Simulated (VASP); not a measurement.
# Ti12HO24 (a cell with a defect) in VASP: single point with PBE

Aim: the single point of Ti12HO24 (a cell with a defect) with PBE.

Everything below comes from runs of VASP 6.6.1. Logs are shortened: lines on timing, memory, paths and dates and some standing lists are left out, and cuts for length are marked.

## 1. The cell of the first run

The cell holds a defect, 37 atoms: a = 6.567 Å, b = 6.567 Å, c = 8.892 Å, α = 90.00°, β = 90.00°, γ = 90.00°.

## 2. Single point, PBE

INCAR

```
SYSTEM = Ti12HO24
  ALGO = Normal
  EDIFF = 1E-6
  ENCUT = 520
  GGA = PE
  ISIF = 2
  ISMEAR = 0
  LASPH = .True.
  LCHARG = .False.
  LREAL = Auto
  LWAVE = .False.
  NBANDS = 168
  NELECT = 288.0
  NELM = 60
  PREC = Accurate
  SIGMA = 0.02
```

KPOINTS

```
Automatic mesh
0
Gamma
  2 2 2
  0.5 0.5 0.5
```

POSCAR

```
Ti12HO24
1.0
   -4.6433175423     -4.6433175423      0.0000000000
    4.6433175423     -4.6433175423      0.0000000000
    0.0000000000      0.0000000000      8.8916040206
Ti O H
12 24 1
Direct
   -0.0064614047      0.5092964008     -0.0038860427
   -0.0057870180      0.5098475692      0.3327247007
    0.0142493584      0.4828284137      0.6644067646
    0.4887246077      0.0041725827     -0.0119605756
    0.4886147896      0.0039093468      0.3408391632
    0.5011296132      0.0172437828      0.6644502396
    1.0225883079      0.0244889887      0.1644497056
    0.9907097335     -0.0105541595      0.4981715537
    0.9908205957     -0.0111545301      0.8307683850
    0.4832555815      0.4887140847      0.1644818200
    0.5066214868      0.5104697566      0.4975296932
    0.5059955984      0.5107374368      0.8313244570
    0.8043265926      0.5144057051      0.1644178115
    0.8055835564      0.5005654622      0.4973181025
    0.8055612640      0.5005216795      0.8314957495
    0.3118533647      0.0016908649      0.1644193255
    0.3056023356     -0.0015211863      0.4990773208
    0.3055970760     -0.0014790062      0.8297839611
    0.0076116435      0.8056040715     -0.0028606204
    0.0077136111      0.8056616412      0.3317046783
    0.0003528918      0.8042486859      0.6643819791
    0.5061275713      0.2963919722     -0.0002326363
    0.5061013711      0.2964004536      0.3290968608
    0.5025470030      0.3017205010      0.6644151284
   -0.0033540930      0.1950199364      0.3306890903
   -0.0009004688      0.1913674091      0.6643853846
   -0.0033669884      0.1950142224     -0.0018348974
    0.4959229504      0.6907200279      0.3305304336
    0.5008431049      0.6911825471      0.6644178417
    0.4959628843      0.6907112133     -0.0016843070
    0.1948687667      0.4927412885      0.1644194389
    0.1964511410      0.4958007005      0.4976459110
    0.1964801297      0.4957844662      0.8312063970
    0.7060121591     -0.0368409445      0.1643981174
    0.6938259872     -0.0053169491      0.4975331969
    0.6938137795     -0.0053174622      0.8313092898
    0.7234518628      0.8134999433      0.1642952027
```

Potentials or basis: VASP PAW PBE potentials, release 64 (Ti_sv, O, H).

Launch:

```console
cat potpaw_PBE.64/Ti_sv/POTCAR potpaw_PBE.64/O/POTCAR potpaw_PBE.64/H/POTCAR > POTCAR
mpirun -np 1 vasp_std > vasp.out
```

OUTCAR:

```text
SYSTEM = Ti12HO24
   EDIFF = 1E-6
   ENCUT = 520
   GGA = PE
   ISIF = 2
   ISMEAR = 0
   LASPH = .True.
   LREAL = Auto
   NELECT = 288.0
   NELM = 60
   PREC = Accurate

 ion  position               nearest neighbor table
   1  0.994  0.509  0.996-  15 1.92  13 1.95  19 1.95  33 1.98  31 2.00  27 2.06
   2  0.994  0.510  0.333-  14 1.92  20 1.94  13 1.95  32 1.98  31 2.00  25 2.07
   3  0.014  0.483  0.664-  32 1.91  33 1.91  26 1.92  14 2.02  15 2.02  21 2.11
   4  0.489  0.004  0.988-  18 1.85  22 1.93  36 1.94  16 1.95  30 2.06  34 2.14   6 2.88
   5  0.489  0.004  0.341-  17 1.85  23 1.93  35 1.94  16 1.95  28 2.06  34 2.14   6 2.88
   6  0.501  0.017  0.664-  24 1.87  36 1.96  18 1.96  35 1.96  17 1.96  29 2.14   4 2.88   5 2.88

   7  0.023  0.024  0.164-  25 1.86  27 1.86  16 1.91  20 2.07  19 2.07  34 2.12
   8  0.991  0.989  0.498-  20 1.91  21 1.91  35 1.95  26 1.99  25 2.01  17 2.07
   9  0.991  0.989  0.831-  19 1.91  21 1.91  36 1.95  26 1.99  27 2.01  18 2.07
  10  0.483  0.489  0.164-  31 1.89  23 1.94  22 1.94  28 1.99  30 1.99  13 2.12
  11  0.507  0.510  0.498-  28 1.90  29 1.90  14 1.96  24 2.02  32 2.04  23 2.05
  12  0.506  0.511  0.831-  30 1.90  29 1.90  15 1.97  24 2.02  33 2.03  22 2.06
  13  0.804  0.514  0.164-   1 1.95   2 1.95  10 2.12
  14  0.806  0.501  0.497-   2 1.92  11 1.96   3 2.02
  15  0.806  0.501  0.831-   1 1.92  12 1.97   3 2.02
  16  0.312  0.002  0.164-   7 1.91   5 1.95   4 1.95
  17  0.306  0.998  0.499-   5 1.85   6 1.96   8 2.07
  18  0.306  0.999  0.830-   4 1.85   6 1.96   9 2.07
[... 13 lines left out ...]
  32  0.196  0.496  0.498-   3 1.91   2 1.98  11 2.04
  33  0.196  0.496  0.831-   3 1.91   1 1.98  12 2.03
  34  0.706  0.963  0.164-  37 0.99   7 2.12   4 2.14   5 2.14
  35  0.694  0.995  0.498-   5 1.94   8 1.95   6 1.96
  36  0.694  0.995  0.831-   4 1.94   9 1.95   6 1.96
  37  0.723  0.813  0.164-  34 0.99

  LATTYP: Found a simple tetragonal cell.
 ALAT       =     6.5666426427
 C/A-ratio  =     1.3540563275

  Lattice vectors:

 A1 = (  -4.6433175423,  -4.6433175423,   0.0000000000)
 A2 = (   4.6433175423,  -4.6433175423,   0.0000000000)
 A3 = (   0.0000000000,   0.0000000000,   8.8916040206)

Analysis of symmetry for initial positions (statically):
=====================================================================
 Subroutine PRICEL returns:
 Original cell was already a primitive cell.

 Routine SETGRP: Setting up the symmetry group for a
 simple tetragonal supercell.

 Subroutine GETGRP returns: Found  1 space group operations
 (whereof  1 operations were pure point group operations)
 out of a pool of 16 trial point group operations.

The static configuration has the point symmetry C_1 .

Analysis of symmetry for dynamics (positions and initial velocities):
=====================================================================
 Subroutine PRICEL returns:
 Original cell was already a primitive cell.

 Routine SETGRP: Setting up the symmetry group for a
 simple tetragonal supercell.

 Subroutine GETGRP returns: Found  1 space group operations
 (whereof  1 operations were pure point group operations)
 out of a pool of 16 trial point group operations.

The dynamic configuration has the point symmetry C_1 .

 Subroutine INISYM returns: Found  1 space group operations
 (whereof  1 operations are pure point group operations),
 and found     1 'primitive' translations

----------------------------------------------------------------------------------------

                                     Primitive cell

  volume of cell :     383.4130

  direct lattice vectors                    reciprocal lattice vectors
    -4.643317542 -4.643317542  0.000000000    -0.107681630 -0.107681630  0.000000000
     4.643317542 -4.643317542  0.000000000     0.107681630 -0.107681630  0.000000000
     0.000000000  0.000000000  8.891604021     0.000000000  0.000000000  0.112465647

  length of vectors
     6.566642643  6.566642643  8.891604021     0.152284821  0.152284821  0.112465647

  position of ions in fractional coordinates (direct lattice)
     0.993538595  0.509296401  0.996113957
     0.994212982  0.509847569  0.332724701
     0.014249358  0.482828414  0.664406765
     0.488724608  0.004172583  0.988039424
     0.488614790  0.003909347  0.340839163
     0.501129613  0.017243783  0.664450240
[... 29 lines left out ...]
     0.693813779  0.994682538  0.831309290
     0.723451863  0.813499943  0.164295203

  ion indices of the primitive-cell ions
   primitive index   ion index
                 1           1
                 2           2
                 3           3
                 4           4
                 5           5
                 6           6
[... 29 lines left out ...]
                36          36
                37          37

----------------------------------------------------------------------------------------

 KPOINTS: Automatic mesh

Automatic generation of k-mesh.
 Grid dimensions read from file:
 generate k-points for:    2    2    2

 Generating k-lattice:

  Cartesian coordinates                     Fractional coordinates (reciprocal lattice)
    -0.053840815 -0.053840815  0.000000000     0.500000000  0.000000000  0.000000000
     0.053840815 -0.053840815  0.000000000     0.000000000  0.500000000  0.000000000
     0.000000000  0.000000000  0.056232824     0.000000000  0.000000000  0.500000000

  Length of vectors
     0.076142411  0.076142411  0.056232824

  Shift w.r.t. Gamma in fractional coordinates (k-lattice)
     0.500000000  0.500000000  0.500000000

 Subroutine IBZKPT returns following result:
 ===========================================

 Found      4 irreducible k-points:

 Following reciprocal coordinates:
            Coordinates               Weight
  0.250000  0.250000  0.250000      2.000000
 -0.250000  0.250000  0.250000      2.000000
 -0.250000 -0.250000  0.250000      2.000000
  0.250000 -0.250000  0.250000      2.000000
   k-points           NKPTS =      4   k-points in BZ     NKDIM =      4   number of bands    NBANDS=    168
   number of dos      NEDOS =    301   number of ions     NIONS =     37
   total plane-waves  NPLWV = 175000
   dimension x,y,z NGX =    50 NGY =   50 NGZ =   70
   dimension x,y,z NGXF=   100 NGYF=  100 NGZF=  140
   ions per type =              12  24   1
   NGX,Y,Z   is equivalent  to a cutoff of  12.66, 12.66, 13.09 a.u.
   NGXF,Y,Z  is equivalent  to a cutoff of  25.32, 25.32, 26.18 a.u.
 SYSTEM =  Ti12HO24
   PREC   = accura    normal or accurate (medium, high low for compatibility)
   ISTART =      0    job   : 0-new  1-cont  2-samecut
   ICHARG =      2    charge: 1-file 2-atom 10-const
   ISPIN  =      1    spin polarized calculation?
   LNONCOLLINEAR =      F non collinear calculations
   LSORBIT =      F    spin-orbit coupling
   LASPH  =      T    aspherical Exc in radial PAW
   ENCUT  =  520.0 eV  38.22 Ry    6.18 a.u.  12.21 12.21 16.53*2*pi/ulx,y,z
   NELM   =     60;   NELMIN=  2; NELMDL= -5     # of ELM steps
   EDIFF  = 0.1E-05   stopping-criterion for ELM
   LREAL  =      T    real-space projection
   EDIFFG = 0.1E-04   stopping-criterion for IOM
   NSW    =      0    number of steps for IOM
   IBRION =     -1    ionic relax: 0-MD 1-quasi-New 2-CG
   NFREE  =      0    steps in history (QN), initial steepest desc. (CG)
   ISIF   =      2    stress and relaxation
   ISYM   =      2    0-nonsym 1-usesym 2-fastsym
   POTIM  = 0.5000    time-step for ionic-motion
   TEBEG  =    0.0;   TEEND  =   0.0 temperature during run
   PSTRESS=    0.0 pullay stress
   NELECT =     288.0000    total number of electrons
   NUPDOWN=      -1.0000    fix difference up-down
   EMIN   =  10.00;   EMAX   =-10.00  energy-range for DOS
   EFERMI =   0.00;   METHOD = LEGACY
   ISMEAR =     0;   SIGMA  =   0.02  broadening in eV -4-tet -1-fermi 0-gaus
   EFERMI_NEDOS =   21; number of points for ismear=-14 and -15
   IALGO  =     38    algorithm
   IMIX   =      4    mixing-type and parameters
     AMIX     =   0.40;   BMIX     =  1.00
     AMIX_MAG =   1.60;   BMIX_MAG =  1.00
  volume/ion in A,a.u.               =      10.36        69.93
  Fermi-wavevector in a.u.,A,eV,Ry     =   1.488161  2.812217 30.131793  2.214624
  Thomas-Fermi vector in A             =   2.601231
   LORBIT       =      0    0 simple, 1 ext, 2 COOP (PROOUT), +10 PAW based schemes
   GGA     = PE    functional components
   LHFCALC =     F    Hartree Fock is set to
   AEXX    =    0.0000 exact exchange contribution
   IVDW    =     0    specifies the selected vdW correction
   LEPSILON=     F    determine dielectric tensor
   LRPA    =     F    only Hartree local field effects (RPA)
 non-spin polarized calculation
 Gauss-broadening in eV      SIGMA  =   0.02
  energy-cutoff  :      520.00
  volume of cell :      383.41
 maximum number of plane-waves:     10322
 NGX is ok and might be reduce to    50
   NGX = 25   NGY = 25   NGZ = 33

 number of electron     288.0000010 magnetization

 Free energy of the ion-electron system (eV)
  ---------------------------------------------------
  ext. energy  EPLUGINS =         0.00000000
  ---------------------------------------------------
  free energy    TOTEN  =      -331.97623986 eV

  energy without entropy =     -331.97623986  energy(sigma->0) =     -331.97623986

 E-fermi :   4.4514     XC(G=0): -11.2785

 val. band max:        4.3222401388   @ k =   0.2500  -0.2500   0.2500
 cond. band min:       6.7611531988   @ k =   0.2500  -0.2500   0.2500
 fundamental gap:      2.4389130600
 Fermi energy:         4.4513785347

 k-point     1 :       0.2500    0.2500    0.2500
  band No.  band energies     occupation
      1     -52.3521      2.00000
      2     -52.3407      2.00000
      3     -52.2881      2.00000
      4     -52.2838      2.00000
      5     -52.2675      2.00000
      6     -52.2470      2.00000
[... 148 lines left out ...]
    155       7.2980      0.00000
    156       7.3632      0.00000

 k-point     2 :      -0.2500    0.2500    0.2500
  band No.  band energies     occupation
      1     -52.3521      2.00000
      2     -52.3407      2.00000
      3     -52.2881      2.00000
      4     -52.2838      2.00000
      5     -52.2675      2.00000
      6     -52.2470      2.00000
[... 148 lines left out ...]
    155       7.3191      0.00000
    156       7.3602      0.00000

 k-point     3 :      -0.2500   -0.2500    0.2500
  band No.  band energies     occupation
      1     -52.3521      2.00000
      2     -52.3407      2.00000
      3     -52.2881      2.00000
      4     -52.2838      2.00000
      5     -52.2675      2.00000
      6     -52.2470      2.00000
[... 148 lines left out ...]
    155       7.2977      0.00000
    156       7.3643      0.00000

 k-point     4 :       0.2500   -0.2500    0.2500
  band No.  band energies     occupation
      1     -52.3521      2.00000
      2     -52.3407      2.00000
      3     -52.2881      2.00000
      4     -52.2838      2.00000
      5     -52.2675      2.00000
      6     -52.2470      2.00000
[... 148 lines left out ...]
    155       7.3188      0.00000
    156       7.3606      0.00000
 [bands above 156 left out]

------------------------ aborting loop because EDIFF is reached ----------------------------------------

  FORCE on cell =-STRESS in cart. coord.  units (eV):
  Direction    XX          YY          ZZ          XY          YZ          ZX
  --------------------------------------------------------------------------------------
  -------------------------------------------------------------------------------------
  Total       -6.9945541     -3.4064934     -1.1286882      2.6553095      0.0027794      0.0042517
  in kB      -29.2283122    -14.2347964     -4.7164767     11.0958059      0.0116142      0.0177668
  external PRESSURE =     -16.0598618 kB  Pullay stress =       0.0000000 kB

 VOLUME and BASIS-vectors are now :
 -----------------------------------------------------------------------------
  energy-cutoff  :      520.00
  volume of cell :      383.41
      direct lattice vectors                 reciprocal lattice vectors
    -4.643317542 -4.643317542  0.000000000    -0.107681630 -0.107681630  0.000000000
     4.643317542 -4.643317542  0.000000000     0.107681630 -0.107681630  0.000000000
     0.000000000  0.000000000  8.891604021     0.000000000  0.000000000  0.112465647

 POSITION                                       TOTAL-FORCE (eV/Angst)
 -----------------------------------------------------------------------------------
     -2.24849     -6.97814      8.85705        -0.032288      0.002989      0.010344
     -2.24906     -6.98383      2.95846        -0.027610      0.005334     -0.015752
      2.17576     -2.30809      5.90764         0.045299     -0.001463     -0.001498
     -2.24993     -2.28868      8.78526        -0.035956     -0.019554      0.066092
     -2.25064     -2.28695      3.03061        -0.036290     -0.023082     -0.070436
     -2.24684     -2.40697      5.90803        -0.033669      0.033123      0.005359
[... 29 lines left out ...]
      1.39703     -7.84022      7.39167        -0.023947     -0.017668     -0.008556
      0.41812     -7.13656      1.46085        -0.076107      0.063701      0.000925
 -----------------------------------------------------------------------------------
    total drift:                                0.021008     -0.017927     -0.004821

  FREE ENERGIE OF THE ION-ELECTRON SYSTEM (eV)
  ---------------------------------------------------
  free  energy   TOTEN  =      -331.9762398561 eV

  energy  without entropy=     -331.9762398561  energy(sigma->0) =     -331.97623986
```

Wall time 11 min (1 thread of Intel Xeon Platinum 8488C (Sapphire Rapids), shared host); peak memory 0.5 GiB.

What came out:

```
Free energy   : -331.9762 eV
Largest force : 0.099 eV/Å
```

Forces in eV/Å, atoms in the order of the input:
```
Ti  -0.032  0.003  0.010
Ti  -0.028  0.005 -0.016
Ti   0.045 -0.001 -0.001
Ti  -0.036 -0.020  0.066
Ti  -0.036 -0.023 -0.070
Ti  -0.034  0.033  0.005
Ti  -0.015  0.046  0.000
Ti   0.004 -0.029 -0.009
Ti  -0.002 -0.030  0.014
Ti  -0.020 -0.030 -0.007
Ti  -0.011  0.035 -0.019
Ti  -0.019  0.032  0.023
O    0.039  0.023  0.002
O    0.014  0.013  0.025
O    0.014  0.014 -0.026
O   -0.007  0.004  0.001
O    0.051  0.051  0.029
O    0.049  0.053 -0.029
O   -0.008  0.010  0.026
O   -0.007  0.011 -0.025
O   -0.051  0.047  0.002
O    0.005 -0.002 -0.022
O    0.002  0.000  0.023
O    0.015 -0.011 -0.002
O    0.038 -0.034  0.037
O   -0.001 -0.003  0.001
O    0.037 -0.033 -0.038
O    0.030 -0.037 -0.016
O    0.050 -0.046 -0.001
O    0.031 -0.036  0.019
O    0.010  0.008  0.001
O   -0.030 -0.025 -0.011
O   -0.027 -0.024  0.009
O    0.050 -0.035  0.000
O   -0.023 -0.016  0.006
O   -0.024 -0.018 -0.009
H   -0.076  0.064  0.001
```

Caveat: the cell carries a net charge on a neutralising background, which shifts energy and pressure; the cell is charged against a uniform background, so pressure and absolute levels hang on convention.
